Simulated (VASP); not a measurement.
# Al4B3P (Pm-3m) in VASP: further runs

The runs below take Al4B3P through single point, with PBE.

All numbers are computed with VASP 6.6.1; they aren't measurements. Logs are shortened: lines on timing, memory, paths and dates and some standing lists are left out, and cuts for length are marked.

### 1 The cell of the first run

It takes space group Pm-3m (No. 221, cubic). The conventional cell has a = 4.712 Å, b = 4.712 Å, c = 4.712 Å, α = 90.00°, β = 90.00°, γ = 90.00°. Within 3.1 Å of Al (site symmetry 4/mmm) lie 4 B at 2.36 Å and 2 P at 2.36 Å. Within 3.1 Å of Al (site symmetry m-3m) lie 6 B at 2.36 Å. Within 3.1 Å of B (site symmetry 4/mmm) lie 6 Al at 2.36 Å. P (site symmetry m-3m) has 6 Al at 2.36 Å within 3.1 Å.

### 2 Single point, PBE

The input, INCAR:

```
SYSTEM = Al4B3P
ALGO = Normal
EDIFF = 1E-6
ENCUT = 500
GGA = PE
GGA_COMPAT = .False.
ISIF = 2
ISMEAR = 0
LASPH = .True.
LCHARG = .False.
LREAL = .False.
LWAVE = .False.
NBANDS = 23
NELM = 120
PREC = Accurate
SIGMA = 0.2
```

The input, KPOINTS:

```
k-points
0
Gamma
  4 4 4
  0 0 0
```

The input, POSCAR:

```
Al4B3P
1.0
    4.7117145676      0.0000000000      0.0000000000
    0.0000000000      4.7117145676      0.0000000000
    0.0000000000      0.0000000000      4.7117145676
Al B P
4 3 1
Direct
    0.5000000000      0.0000000000      0.0000000000
    0.0000000000      0.5000000000      0.0000000000
    0.0000000000      0.0000000000      0.5000000000
    0.5000000000      0.5000000000      0.5000000000
    0.0000000000      0.5000000000      0.5000000000
    0.5000000000      0.0000000000      0.5000000000
    0.5000000000      0.5000000000      0.0000000000
    0.0000000000      0.0000000000      0.0000000000
```

Potentials or basis: VASP PAW PBE potentials, release 64 (Al, B, P).

On the command line:

```
$ cat potpaw_PBE.64/Al/POTCAR potpaw_PBE.64/B/POTCAR potpaw_PBE.64/P/POTCAR > POTCAR
$ mpirun -np 1 vasp_std > vasp.out
```

OUTCAR:

```text
SYSTEM = Al4B3P
   EDIFF = 1E-6
   ENCUT = 500
   GGA = PE
   ISIF = 2
   ISMEAR = 0
   LASPH = .True.
   LREAL = .False.
   NELM = 120
   PREC = Accurate

 ion  position               nearest neighbor table
   1  0.500  0.000  0.000-   6 2.36   7 2.36   8 2.36   6 2.36   7 2.36   8 2.36   3 3.33   4 3.33
                             2 3.33   2 3.33   4 3.33   3 3.33   4 3.33   2 3.33   3 3.33   4 3.33
   2  0.000  0.500  0.000-   5 2.36   7 2.36   8 2.36   5 2.36   8 2.36   7 2.36   3 3.33   4 3.33
                             1 3.33   1 3.33   3 3.33   3 3.33   3 3.33   1 3.33   4 3.33   4 3.33
   3  0.000  0.000  0.500-   5 2.36   6 2.36   8 2.36   8 2.36   5 2.36   6 2.36   1 3.33   2 3.33
                             1 3.33   2 3.33   4 3.33   2 3.33   2 3.33   1 3.33   4 3.33   4 3.33
   4  0.500  0.500  0.500-   5 2.36   6 2.36   7 2.36   7 2.36   6 2.36   5 2.36   1 3.33   2 3.33
                             1 3.33   1 3.33   3 3.33   2 3.33   1 3.33   2 3.33   3 3.33   3 3.33
   5  0.000  0.500  0.500-   2 2.36   3 2.36   4 2.36   2 2.36   3 2.36   4 2.36
   6  0.500  0.000  0.500-   1 2.36   3 2.36   4 2.36   1 2.36   4 2.36   3 2.36
   7  0.500  0.500  0.000-   1 2.36   2 2.36   4 2.36   4 2.36   1 2.36   2 2.36
   8  0.000  0.000  0.000-   1 2.36   2 2.36   3 2.36   3 2.36   2 2.36   1 2.36

  LATTYP: Found a simple cubic cell.
 ALAT       =     4.7117145676

  Lattice vectors:

 A1 = (   4.7117145676,   0.0000000000,   0.0000000000)
 A2 = (   0.0000000000,   4.7117145676,   0.0000000000)
 A3 = (   0.0000000000,   0.0000000000,   4.7117145676)

Analysis of symmetry for initial positions (statically):
=====================================================================
 Subroutine PRICEL returns:
 Original cell was already a primitive cell.

 Routine SETGRP: Setting up the symmetry group for a
 simple cubic supercell.

 Subroutine GETGRP returns: Found 48 space group operations
 (whereof 48 operations were pure point group operations)
 out of a pool of 48 trial point group operations.

The static configuration has the point symmetry O_h .

Analysis of symmetry for dynamics (positions and initial velocities):
=====================================================================
 Subroutine PRICEL returns:
 Original cell was already a primitive cell.

 Routine SETGRP: Setting up the symmetry group for a
 simple cubic supercell.

 Subroutine GETGRP returns: Found 48 space group operations
 (whereof 48 operations were pure point group operations)
 out of a pool of 48 trial point group operations.

The dynamic configuration has the point symmetry O_h .

 Subroutine INISYM returns: Found 48 space group operations
 (whereof 48 operations are pure point group operations),
 and found     1 'primitive' translations

----------------------------------------------------------------------------------------

                                     Primitive cell

  volume of cell :     104.6013

  direct lattice vectors                    reciprocal lattice vectors
     4.711714568  0.000000000  0.000000000     0.212236965  0.000000000  0.000000000
     0.000000000  4.711714568  0.000000000     0.000000000  0.212236965  0.000000000
     0.000000000  0.000000000  4.711714568     0.000000000  0.000000000  0.212236965

  length of vectors
     4.711714568  4.711714568  4.711714568     0.212236965  0.212236965  0.212236965

  position of ions in fractional coordinates (direct lattice)
     0.500000000  0.000000000  0.000000000
     0.000000000  0.500000000  0.000000000
     0.000000000  0.000000000  0.500000000
     0.500000000  0.500000000  0.500000000
     0.000000000  0.500000000  0.500000000
     0.500000000  0.000000000  0.500000000
     0.500000000  0.500000000  0.000000000
     0.000000000  0.000000000  0.000000000

  ion indices of the primitive-cell ions
   primitive index   ion index
                 1           1
                 2           2
                 3           3
                 4           4
                 5           5
                 6           6
                 7           7
                 8           8

----------------------------------------------------------------------------------------

 KPOINTS: k-points

Automatic generation of k-mesh.
 Grid dimensions read from file:
 generate k-points for:    4    4    4

 Generating k-lattice:

  Cartesian coordinates                     Fractional coordinates (reciprocal lattice)
     0.053059241  0.000000000  0.000000000     0.250000000  0.000000000  0.000000000
     0.000000000  0.053059241  0.000000000     0.000000000  0.250000000  0.000000000
     0.000000000  0.000000000  0.053059241     0.000000000  0.000000000  0.250000000

  Length of vectors
     0.053059241  0.053059241  0.053059241

  Shift w.r.t. Gamma in fractional coordinates (k-lattice)
     0.000000000  0.000000000  0.000000000

 Subroutine IBZKPT returns following result:
 ===========================================

 Found     10 irreducible k-points:

 Following reciprocal coordinates:
            Coordinates               Weight
  0.000000  0.000000  0.000000      1.000000
  0.250000  0.000000  0.000000      6.000000
  0.500000  0.000000  0.000000      3.000000
  0.250000  0.250000  0.000000     12.000000
  0.500000  0.250000  0.000000     12.000000
  0.500000  0.500000  0.000000      3.000000
  0.250000  0.250000  0.250000      8.000000
  0.500000  0.250000  0.250000     12.000000
  0.500000  0.500000  0.250000      6.000000
  0.500000  0.500000  0.500000      1.000000
   k-points           NKPTS =     10   k-points in BZ     NKDIM =     10   number of bands    NBANDS=     23
   number of dos      NEDOS =    301   number of ions     NIONS =      8
   total plane-waves  NPLWV =  46656
   dimension x,y,z NGX =    36 NGY =   36 NGZ =   36
   dimension x,y,z NGXF=    72 NGYF=   72 NGZF=   72
   ions per type =               4   3   1
   NGX,Y,Z   is equivalent  to a cutoff of  12.70, 12.70, 12.70 a.u.
   NGXF,Y,Z  is equivalent  to a cutoff of  25.40, 25.40, 25.40 a.u.
 SYSTEM =  Al4B3P
   PREC   = accura    normal or accurate (medium, high low for compatibility)
   ISTART =      0    job   : 0-new  1-cont  2-samecut
   ICHARG =      2    charge: 1-file 2-atom 10-const
   ISPIN  =      1    spin polarized calculation?
   LNONCOLLINEAR =      F non collinear calculations
   LSORBIT =      F    spin-orbit coupling
   LASPH  =      T    aspherical Exc in radial PAW
   ENCUT  =  500.0 eV  36.75 Ry    6.06 a.u.   8.59  8.59  8.59*2*pi/ulx,y,z
   NELM   =    120;   NELMIN=  2; NELMDL= -5     # of ELM steps
   EDIFF  = 0.1E-05   stopping-criterion for ELM
   LREAL  =      F    real-space projection
   EDIFFG = 0.1E-04   stopping-criterion for IOM
   NSW    =      0    number of steps for IOM
   IBRION =     -1    ionic relax: 0-MD 1-quasi-New 2-CG
   NFREE  =      0    steps in history (QN), initial steepest desc. (CG)
   ISIF   =      2    stress and relaxation
   ISYM   =      2    0-nonsym 1-usesym 2-fastsym
   POTIM  = 0.5000    time-step for ionic-motion
   TEBEG  =    0.0;   TEEND  =   0.0 temperature during run
   PSTRESS=    0.0 pullay stress
   NELECT =      26.0000    total number of electrons
   NUPDOWN=      -1.0000    fix difference up-down
   EMIN   =  10.00;   EMAX   =-10.00  energy-range for DOS
   EFERMI =   0.00;   METHOD = LEGACY
   ISMEAR =     0;   SIGMA  =   0.20  broadening in eV -4-tet -1-fermi 0-gaus
   EFERMI_NEDOS =   21; number of points for ismear=-14 and -15
   IALGO  =     38    algorithm
   IMIX   =      4    mixing-type and parameters
     AMIX     =   0.40;   BMIX     =  1.00
     AMIX_MAG =   1.60;   BMIX_MAG =  1.00
  volume/ion in A,a.u.               =      13.08        88.24
  Fermi-wavevector in a.u.,A,eV,Ry     =   1.029328  1.945147 14.415582  1.059515
  Thomas-Fermi vector in A             =   2.163370
   LORBIT       =      0    0 simple, 1 ext, 2 COOP (PROOUT), +10 PAW based schemes
   GGA     = PE    functional components
   LHFCALC =     F    Hartree Fock is set to
   AEXX    =    0.0000 exact exchange contribution
   IVDW    =     0    specifies the selected vdW correction
   LEPSILON=     F    determine dielectric tensor
   LRPA    =     F    only Hartree local field effects (RPA)
 non-spin polarized calculation
 Gauss-broadening in eV      SIGMA  =   0.20
  energy-cutoff  :      500.00
  volume of cell :      104.60
 maximum number of plane-waves:      2680
 NGX is ok and might be reduce to    36
   NGX = 17   NGY = 17   NGZ = 17

 number of electron      26.0000004 magnetization

 Free energy of the ion-electron system (eV)
  ---------------------------------------------------
  ext. energy  EPLUGINS =         0.00000000
  ---------------------------------------------------
  free energy    TOTEN  =       -36.79615174 eV

  energy without entropy =      -36.76973476  energy(sigma->0) =      -36.78294325

 E-fermi :   6.9997     XC(G=0): -10.6343

 val. band max:        6.6520262314   @ k =   0.2500   0.2500   0.0000
 cond. band min:       7.0220052699   @ k =   0.2500   0.2500   0.2500
 fundamental gap:      0.3699790386
 Fermi energy:         6.9997251470

 k-point     1 :       0.0000    0.0000    0.0000
  band No.  band energies     occupation
      1      -5.9349      2.00000
      2      -1.4476      2.00000
      3       0.8865      2.00000
      4       0.8865      2.00000
      5       1.1827      2.00000
      6       1.1827      2.00000
[... 15 lines left out ...]
     22      10.2026      0.00000
     23      15.1856      0.00000

 k-point     2 :       0.2500    0.0000    0.0000
  band No.  band energies     occupation
      1      -5.6594      2.00000
      2      -2.2004      2.00000
      3      -0.1407      2.00000
      4       1.1607      2.00000
      5       1.5045      2.00000
      6       1.5045      2.00000
[... 15 lines left out ...]
     22      12.1172      0.00000
     23      13.8508      0.00000
[... 180 lines left out ...]
     22      13.4657      0.00000
     23      13.4657      0.00000

 k-point    10 :       0.5000    0.5000    0.5000
  band No.  band energies     occupation
      1      -4.3449      2.00000
      2      -0.4149      2.00000
      3      -0.4149      2.00000
      4      -0.4149      2.00000
      5      -0.2568      2.00000
      6      -0.2568      2.00000
[... 15 lines left out ...]
     22      12.9410      0.00000
     23      13.3481      0.00000

------------------------ aborting loop because EDIFF is reached ----------------------------------------

  FORCE on cell =-STRESS in cart. coord.  units (eV):
  Direction    XX          YY          ZZ          XY          YZ          ZX
  --------------------------------------------------------------------------------------
  -------------------------------------------------------------------------------------
  Total       -0.4968881     -0.4968881     -0.4968881      0.0000000      0.0000000     -0.0000000
  in kB       -7.6108343     -7.6108343     -7.6108343      0.0000000      0.0000000     -0.0000000
  external PRESSURE =      -7.6108343 kB  Pullay stress =       0.0000000 kB

 VOLUME and BASIS-vectors are now :
 -----------------------------------------------------------------------------
  energy-cutoff  :      500.00
  volume of cell :      104.60
      direct lattice vectors                 reciprocal lattice vectors
     4.711714568  0.000000000  0.000000000     0.212236965  0.000000000  0.000000000
     0.000000000  4.711714568  0.000000000     0.000000000  0.212236965  0.000000000
     0.000000000  0.000000000  4.711714568     0.000000000  0.000000000  0.212236965

 POSITION                                       TOTAL-FORCE (eV/Angst)
 -----------------------------------------------------------------------------------
      2.35586      0.00000      0.00000         0.000000      0.000000      0.000000
      0.00000      2.35586      0.00000         0.000000      0.000000      0.000000
      0.00000      0.00000      2.35586         0.000000      0.000000      0.000000
      2.35586      2.35586      2.35586         0.000000      0.000000      0.000000
      0.00000      2.35586      2.35586         0.000000      0.000000      0.000000
      2.35586      0.00000      2.35586         0.000000      0.000000      0.000000
      2.35586      2.35586      0.00000         0.000000      0.000000      0.000000
      0.00000      0.00000      0.00000         0.000000      0.000000      0.000000
 -----------------------------------------------------------------------------------
    total drift:                                0.000000     -0.000000      0.000000

  FREE ENERGIE OF THE ION-ELECTRON SYSTEM (eV)
  ---------------------------------------------------
  free  energy   TOTEN  =       -36.7961517397 eV

  energy  without entropy=      -36.7697347575  energy(sigma->0) =      -36.78294325
```

Run time: 17 s. Hardware: 1 thread of Intel Xeon Platinum 8259CL at 2.50GHz (Skylake/Cascade Lake), shared host; peak memory 0.2 GiB.

What came out:

| Property | Result |
| --- | --- |
| Free energy | -36.7962 eV |
| Pressure | -0.8 GPa |
| Band gap on the k mesh | zero (band 13 reaches 8.59 eV, above the bottom of band 14 at 6.24 eV) |

### 3 Single point, PBE

This run uses another cell than the first one, of 12.99 Å³/atom, 0.993 times its volume.

The input, INCAR:

```
SYSTEM = Al4B3P
PREC = Accurate
ENCUT = 500
EDIFF = 1E-6
ISMEAR = 0
SIGMA = 0.2
LREAL = .False.
LASPH = .True.
NELM = 120
ALGO = Normal
ISIF = 2
LWAVE = .False.
LCHARG = .False.
GGA = PE
NBANDS = 23
GGA_COMPAT = .False.
```

The input, KPOINTS:

```
regular mesh
0
Gamma
  4 4 4
  0 0 0
```

The input, POSCAR:

```
Al4B3P
1.0
    4.7014059373      0.0000000000      0.0000000000
    0.0000000000      4.7014059373      0.0000000000
    0.0000000000      0.0000000000      4.7014059373
Al B P
4 3 1
Direct
    0.0000000000      0.0000000000      0.0000000000
    0.5000000000      0.0000000000      0.5000000000
    0.5000000000      0.5000000000      0.0000000000
    0.0000000000      0.5000000000      0.5000000000
    0.5000000000      0.0000000000      0.0000000000
    0.0000000000      0.5000000000      0.0000000000
    0.0000000000      0.0000000000      0.5000000000
    0.5000000000      0.5000000000      0.5000000000
```

Potentials or basis: VASP PAW PBE potentials, release 64 (Al, B, P).

On the command line:

```
$ cat potpaw_PBE.64/Al/POTCAR potpaw_PBE.64/B/POTCAR potpaw_PBE.64/P/POTCAR > POTCAR
$ mpirun -np 1 vasp_std > vasp.out
```

Run time: 17 s. Hardware: 1 thread of Intel Xeon Platinum 8259CL at 2.50GHz (Skylake/Cascade Lake), shared host; peak memory 0.21 GiB.

Results (log left out):

```yaml
Free_energy: -36.7977 eV
Pressure: 0.0 GPa
Band_gap_on_the_k_mesh: zero (band 13 reaches 8.66 eV, above the bottom of band 14 at 6.29 eV)
```

Levels at points of the mesh, in eV from the Fermi level:
```csv
k point,band 11,band 12,band 13,band 14,band 15,band 16
"(0.00, 0.00, 0.00)",-0.91,-0.91,-0.91,0.99,0.99,1.20
"(0.50, 0.00, 0.00)",-0.65,-0.48,-0.38,-0.38,0.30,0.30
"(0.50, 0.50, 0.00)",-2.45,-2.21,0.60,0.60,1.12,1.43
"(0.50, 0.50, 0.50)",0.43,1.59,1.59,1.59,1.66,1.66
```
